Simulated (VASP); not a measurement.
# Si16C (a cell with a defect) in VASP: notebook

Si16C (a cell with a defect) is run at these levels: PBE; tasks: single point.

All numbers are computed with VASP 6.6.1; they aren't measurements. Logs are shortened: lines on timing, memory, paths and dates and some standing lists are left out, and cuts for length are marked.

## (1) The cell of the first run

The cell holds a defect, 17 atoms: a = 7.679 Å, b = 7.679 Å, c = 7.679 Å, α = 60.00°, β = 60.00°, γ = 60.00°.

## (2) Single point, PBE, collinear spin

Input file INCAR:

```
PREC     = Accurate       # precision mode
ENCUT    = 520            # plane-wave cutoff, eV
EDIFF    = 1E-6           # SCF threshold, eV
ISMEAR   = -1             # smearing method
SIGMA    = 0.02           # smearing width, eV
LREAL    = Auto         
LASPH    = T              # aspherical terms in the spheres
NELM     = 150            # most SCF steps
ALGO     = Normal         # electronic algorithm
ISIF     = 2              # what is computed and relaxed
LWAVE    = F              # write WAVECAR
LCHARG   = F              # write CHGCAR
ISPIN    = 2              # spin polarisation
MAGMOM   = 0 0 0 0 0 0 0 0 0 0 0 0 0 0 0 0 0.06 # initial moments
LORBIT   = 11             # projections on sites
GGA      = PE             # functional
NBANDS   = 52             # bands
```

Input file KPOINTS:

```
regular mesh
0
Gamma
  2 2 2
```

Input file POSCAR:

```
Si16C
1.0
    0.0000000000      5.4300000000      5.4300000000
    5.4300000000      0.0000000000      5.4300000000
    5.4300000000      5.4300000000      0.0000000000
Si C
16 1
Direct
   -0.0235819521     -0.0068416206      0.0198434622
    0.1594383057      0.0888674033      0.1152209945
    0.0543922652     -0.0405616943      0.4749815838
    0.1487937385      0.0930847145      0.6398987109
    0.0462154696      0.4661786372     -0.0778545120
    0.0925046041      0.6217679558      0.1218784530
   -0.0655156538      0.4982412523      0.4935635359
    0.1347974217      0.6022928177      0.5683149171
    0.5239594843     -0.0138305709     -0.0329834254
    0.6420994475      0.1665193370      0.0723572744
    0.5086832413      0.0344843462      0.4717771639
    0.6883333333      0.0902670350      0.6022744015
    0.4384254144      0.5010957643      0.1101197053
    0.6887016575      0.6098618785      0.1004696133
    0.5512799263      0.4509116022      0.4787937385
    0.5152486188      0.6974217311      0.7396500921
    0.6718692449      0.4928453039      0.6143554328
```

Potentials or basis: VASP PAW PBE potentials, release 64 (Si, C).

The run is started by

```
$ cat potpaw_PBE.64/Si/POTCAR potpaw_PBE.64/C/POTCAR > POTCAR
$ mpirun -np 1 vasp_std > vasp.out
```

OUTCAR:

```text
PREC = Accurate
   ENCUT = 520
   EDIFF = 1E-6
   ISMEAR = -1
   LREAL = Auto
   LASPH = T
   NELM = 150
   ISIF = 2
   ISPIN = 2
   LORBIT = 11
   GGA = PE

 ion  position               nearest neighbor table
   1  0.976  0.993  0.020-  10 2.15   6 2.34   2 2.38   4 2.40
   2  0.159  0.089  0.115-   3 2.26   9 2.29   1 2.38   5 2.41
   3  0.054  0.959  0.475-   2 2.26   8 2.28  12 2.30   4 2.48
   4  0.149  0.093  0.640-  11 2.30   1 2.40   3 2.48   7 2.62  16 3.00
   5  0.046  0.466  0.922-   8 2.23  14 2.31   2 2.41   6 2.59
   6  0.093  0.622  0.122-  13 2.30   1 2.34   7 2.35   5 2.59
   7  0.934  0.498  0.494-  17 1.76   6 2.35   8 2.43   4 2.62  16 2.86
   8  0.135  0.602  0.568-   5 2.23   3 2.28   7 2.43  15 2.63
   9  0.524  0.986  0.967-   2 2.29  12 2.30  14 2.38  10 2.55
  10  0.642  0.167  0.072-   1 2.15  13 2.32  11 2.50   9 2.55
  11  0.509  0.034  0.472-   4 2.30  12 2.34  16 2.36  10 2.50
  12  0.688  0.090  0.602-  15 2.27   3 2.30   9 2.30  11 2.34
  13  0.438  0.501  0.110-   6 2.30  10 2.32  16 2.37  14 2.41
  14  0.689  0.610  0.100-   5 2.31   9 2.38  15 2.39  13 2.41
  15  0.551  0.451  0.479-  17 1.91  12 2.27  14 2.39   8 2.63
  16  0.515  0.697  0.740-  17 1.82  11 2.36  13 2.37   7 2.86   4 3.00
  17  0.672  0.493  0.614-   7 1.76  16 1.82  15 1.91

  LATTYP: Found a face centered cubic cell.
 ALAT       =    10.8600000000

  Lattice vectors:

 A1 = (   0.0000000000,   5.4300000000,   5.4300000000)
 A2 = (   5.4300000000,   0.0000000000,   5.4300000000)
 A3 = (   5.4300000000,   5.4300000000,   0.0000000000)

Analysis of symmetry for initial positions (statically):
=====================================================================
 Subroutine PRICEL returns:
 Original cell was already a primitive cell.

 Routine SETGRP: Setting up the symmetry group for a
 face centered cubic supercell.

 Subroutine GETGRP returns: Found  1 space group operations
 (whereof  1 operations were pure point group operations)
 out of a pool of 48 trial point group operations.

The static configuration has the point symmetry C_1 .

Analysis of symmetry for dynamics (positions and initial velocities):
=====================================================================
 Subroutine PRICEL returns:
 Original cell was already a primitive cell.

 Routine SETGRP: Setting up the symmetry group for a
 face centered cubic supercell.

 Subroutine GETGRP returns: Found  1 space group operations
 (whereof  1 operations were pure point group operations)
[... 171 lines left out ...]
  ext. energy  EPLUGINS =         0.00000000
  ---------------------------------------------------
  free energy    TOTEN  =       -88.93714492 eV

  energy without entropy =      -88.92969680  energy(sigma->0) =      -88.93342086

 E-fermi :   6.2993     XC(G=0):  -9.6097

 val. band max:        6.2869149705   @ k =   0.0000   0.0000   0.5000
 cond. band min:       6.3112991938   @ k =   0.0000   0.0000   0.0000
 fundamental gap:      0.0243842233
 Fermi energy:         6.2992899303

 spin component 1

 k-point     1 :       0.0000    0.0000    0.0000
  band No.  band energies     occupation
      1      -6.8627      1.00000
      2      -5.3455      1.00000
      3      -3.9570      1.00000
      4      -3.7042      1.00000
      5      -3.5851      1.00000
      6      -3.0392      1.00000
[... 381 lines left out ...]
     45      10.0042      0.00000
     46      10.0813      0.00000
 Fermi energy:         6.2992899303

 spin component 2

 k-point     1 :       0.0000    0.0000    0.0000
  band No.  band energies     occupation
      1      -6.8626      1.00000
      2      -5.3454      1.00000
      3      -3.9569      1.00000
      4      -3.7042      1.00000
      5      -3.5851      1.00000
      6      -3.0392      1.00000
[... 381 lines left out ...]
     45      10.0042      0.00000
     46      10.0814      0.00000
 [bands above 46 left out]

------------------------ aborting loop because EDIFF is reached ----------------------------------------

  FORCE on cell =-STRESS in cart. coord.  units (eV):
  Direction    XX          YY          ZZ          XY          YZ          ZX
  --------------------------------------------------------------------------------------
  -------------------------------------------------------------------------------------
  Total        8.3306781      3.2658459      4.2549307     -2.7492700     -0.9515023     -4.2660886
  in kB       41.6832384     16.3409307     21.2898984    -13.7562001     -4.7609206    -21.3457278
  external PRESSURE =      26.4380225 kB  Pullay stress =       0.0000000 kB

 VOLUME and BASIS-vectors are now :
 -----------------------------------------------------------------------------
  energy-cutoff  :      520.00
  volume of cell :      320.21
      direct lattice vectors                 reciprocal lattice vectors
     0.000000000  5.430000000  5.430000000    -0.092081031  0.092081031  0.092081031
     5.430000000  0.000000000  5.430000000     0.092081031 -0.092081031  0.092081031
     5.430000000  5.430000000  0.000000000     0.092081031  0.092081031 -0.092081031

 POSITION                                       TOTAL-FORCE (eV/Angst)
 -----------------------------------------------------------------------------------
      5.50060      5.40970     10.69480        -1.757280      1.597857      1.881495
      1.10820      1.49140      1.34830        -0.268270     -1.510171      0.281236
      7.78890      2.87450      5.50510         1.425507      0.983461      0.487362
      3.98010      4.28260      1.31340         0.180282     -1.312843     -0.033227
      7.53860      5.25820      2.78230         1.818762      1.800994     -0.439936
      4.03800      1.16410      3.87850        -0.775909     -0.658991     -0.722015
[... 9 lines left out ...]
      7.80330      6.81410      6.58480        -0.617390     -0.187487      0.013674
      6.01210      6.98420      6.32440         0.501223     -0.993216     -1.085289
 -----------------------------------------------------------------------------------
    total drift:                               -0.000158     -0.003414     -0.005841

  FREE ENERGIE OF THE ION-ELECTRON SYSTEM (eV)
  ---------------------------------------------------
  free  energy   TOTEN  =       -88.9371449175 eV

  energy  without entropy=      -88.9296967976  energy(sigma->0) =      -88.93342086

 total charge

# of ion       s       p       d       tot
------------------------------------------
    1        0.751   0.971   0.000   1.722
    2        0.744   0.958   0.000   1.702
    3        0.746   0.965   0.000   1.711
    4        0.762   0.871   0.000   1.633
    5        0.753   0.923   0.000   1.677
    6        0.761   0.894   0.000   1.655
[... 9 lines left out ...]
   16        0.807   0.847   0.000   1.653
   17        0.883   1.581   0.000   2.464
--------------------------------------------------
tot         13.037  16.238   0.000  29.275

 magnetization (x)

# of ion       s       p       d       tot
------------------------------------------
    1        0.000   0.000   0.000   0.000
    2       -0.000   0.000   0.000   0.000
    3        0.000   0.000   0.000   0.000
    4        0.000   0.000   0.000   0.000
    5        0.000   0.000   0.000   0.000
    6        0.000   0.000   0.000   0.000
[... 9 lines left out ...]
   16        0.000   0.000   0.000   0.000
   17        0.000   0.000   0.000   0.000
--------------------------------------------------
tot          0.000   0.000   0.000   0.000
```

It took 4.1 min on 1 thread of Intel Xeon 6975P-C (Granite Rapids), shared host; peak memory 0.7 GiB.

What came out:

* Free energy: -88.9371 eV
* Pressure: 2.6 GPa
* Largest force: 3.301 eV/Å
* Band gap on the k mesh: zero (filled and empty bands overlap)
* Net moment: 0.00 μB per cell
* Valence electrons inside the program's atomic spheres: Si 1.72, 1.70, 1.71, 1.63, 1.68, 1.66, 1.67, 1.65 (each value once); C 2.46

Forces in eV/Å, atoms in the order of the input:
```
Si  -1.757  1.598  1.881
Si  -0.268 -1.510  0.281
Si   1.426  0.983  0.487
Si   0.180 -1.313 -0.033
Si   1.819  1.801 -0.440
Si  -0.776 -0.659 -0.722
Si  -1.385  1.407  0.468
Si  -1.655  0.441  0.648
Si   0.409  1.489  0.912
Si   0.806 -1.743 -2.685
Si  -0.395  0.052  0.292
Si  -0.145 -0.741 -0.814
Si   0.008  0.168  0.704
Si   0.563 -0.500 -0.854
Si   1.286 -0.293  0.945
Si  -0.617 -0.187  0.014
C    0.501 -0.993 -1.085
```

Stress tensor (GPa, compression positive):
```
 4.17 -1.38 -2.13
-1.38  1.63 -0.48
-2.13 -0.48  2.13
```

Caveat: the k points lie up to 0.50 Å⁻¹ apart.

## (3) Single point, PBE, collinear spin

Input file INCAR:

```
SYSTEM = Si16C
PREC = Accurate
ENCUT = 520
EDIFF = 1E-6
ISMEAR = -1
SIGMA = 0.02
LREAL = Auto
LASPH = .TRUE.
NELM = 150
ALGO = Normal
ISIF = 2
LWAVE = .FALSE.
LCHARG = .FALSE.
ISPIN = 2
MAGMOM = 0 0 0 0 0 0 0 0 0 0 0 0 0 0 0 0 0.06
LORBIT = 11
GGA = PE
NBANDS = 52
```

Input file KPOINTS:

```
regular mesh
0
G
  2 2 2
  0 0 0
```

Input file POSCAR:

```
Si16C
1.0
    0.0000000000      5.4300000000      5.4300000000
    5.4300000000      0.0000000000      5.4300000000
    5.4300000000      5.4300000000      0.0000000000
Si C
16 1
Direct
   -0.0134622468      0.0148434622     -0.0025046041
    0.1684162063      0.0889502762      0.0941436464
    0.0743001842     -0.0589042357      0.4879465930
    0.1306077348      0.0918968692      0.6319705341
    0.0668324125      0.4537753223     -0.0522651934
    0.0894106814      0.6327624309      0.0960773481
   -0.0547605893      0.4720349908      0.4938766114
    0.1697790055      0.5793554328      0.5397053407
    0.5513351750     -0.0254051565     -0.0338397790
    0.6053406998      0.1848250460      0.0615837937
    0.5230018416      0.0265745856      0.4664272560
    0.6936003683      0.0873756906      0.5955893186
    0.4205340700      0.5174953959      0.1383977901
    0.6808655617      0.6185267035      0.1195211786
    0.5448342541      0.4491804788      0.5027348066
    0.4988950276      0.6861878453      0.7626887661
    0.6549263352      0.4786832413      0.6432688766
```

Potentials or basis: VASP PAW PBE potentials, release 64 (Si, C).

The run is started by

```
$ cat potpaw_PBE.64/Si/POTCAR potpaw_PBE.64/C/POTCAR > POTCAR
$ mpirun -np 1 vasp_std > vasp.out
```

It took 4.4 min on 1 thread of Intel Xeon 6975P-C (Granite Rapids), shared host; peak memory 0.7 GiB.

It converged, with:

```yaml
Free_energy: -89.1707 eV
Pressure: 0.6 GPa
Largest_force: 2.086 eV/Å
Band_gap_on_the_k_mesh: zero (filled and empty bands overlap)
Net_moment: 0.00 μB per cell
Valence_electrons_inside_the_program's_atomic_spheres: Si 1.68, 1.69, 1.66, 1.64, 1.60, 1.61, 1.70, 1.63, 1.71, 1.65 (each value once); C 2.44
```

Forces in eV/Å, atoms in the order of the input:
```
Si  -0.608 -0.853 -1.243
Si   0.600  1.644  0.177
Si  -1.047 -1.731 -0.488
Si   0.161  0.590  1.995
Si   0.151 -1.712  0.078
Si   1.157  0.655 -0.061
Si  -0.320 -0.237 -0.241
Si   0.603  1.104 -0.429
Si   0.919 -0.970  0.019
Si   0.363  1.371  0.213
Si  -0.198 -0.735 -1.219
Si  -0.605  0.243 -0.277
Si  -0.369 -0.021 -0.085
Si  -1.035  1.086 -0.666
Si  -0.003 -0.723  0.576
Si  -0.091 -0.516  0.733
C    0.322  0.804  0.919
```

Stress tensor (GPa, compression positive):
```
 1.70  1.28  4.10
 1.28  0.39  0.83
 4.10  0.83 -0.29
```

Levels at points of the mesh, in eV from the Fermi level:
Spin up:
```csv
k point,band 30,band 31,band 32,band 33,band 34,band 35,band 36,band 37,band 38,band 39
"(0.00, 0.00, 0.00)",-1.03,-0.90,-0.78,-0.61,-0.34,-0.09,0.04,0.35,0.48,0.76
"(0.50, 0.00, 0.00)",-1.66,-1.22,-0.72,-0.69,-0.36,0.46,0.54,0.89,1.14,1.32
"(0.00, 0.50, 0.00)",-1.49,-1.20,-1.01,-0.70,-0.16,0.36,0.56,0.96,1.07,1.36
"(0.00, 0.00, 0.50)",-1.61,-1.40,-1.27,-0.99,-0.17,0.06,0.42,0.90,1.06,1.26
"(0.50, 0.50, 0.50)",-1.47,-1.07,-0.54,-0.53,0.04,0.32,0.52,0.78,1.04,1.36
"(0.50, 0.50, 0.00)",-1.76,-1.29,-1.18,-0.92,-0.53,0.98,1.17,1.31,1.68,1.78
"(0.00, 0.50, 0.50)",-1.52,-1.49,-1.17,-1.07,-0.02,0.29,0.54,1.36,1.52,1.53
"(0.50, 0.00, 0.50)",-1.69,-1.38,-1.12,-0.73,-0.64,0.81,1.08,1.25,1.74,1.87
```
Spin down:
```csv
k point,band 32,band 33,band 34,band 35,band 36,band 37
"(0.00, 0.00, 0.00)",-0.78,-0.61,-0.34,-0.09,0.04,0.35
"(0.50, 0.00, 0.00)",-0.72,-0.69,-0.36,0.46,0.54,0.89
"(0.00, 0.50, 0.00)",-1.01,-0.70,-0.16,0.36,0.56,0.96
"(0.00, 0.00, 0.50)",-1.27,-0.99,-0.17,0.06,0.42,0.90
"(0.50, 0.50, 0.50)",-0.54,-0.53,0.04,0.32,0.52,0.78
"(0.50, 0.50, 0.00)",-1.18,-0.92,-0.53,0.98,1.17,1.31
"(0.00, 0.50, 0.50)",-1.17,-1.07,-0.02,0.29,0.54,1.36
"(0.50, 0.00, 0.50)",-1.12,-0.73,-0.64,0.81,1.08,1.25
```

Caveat: the k points lie up to 0.50 Å⁻¹ apart.
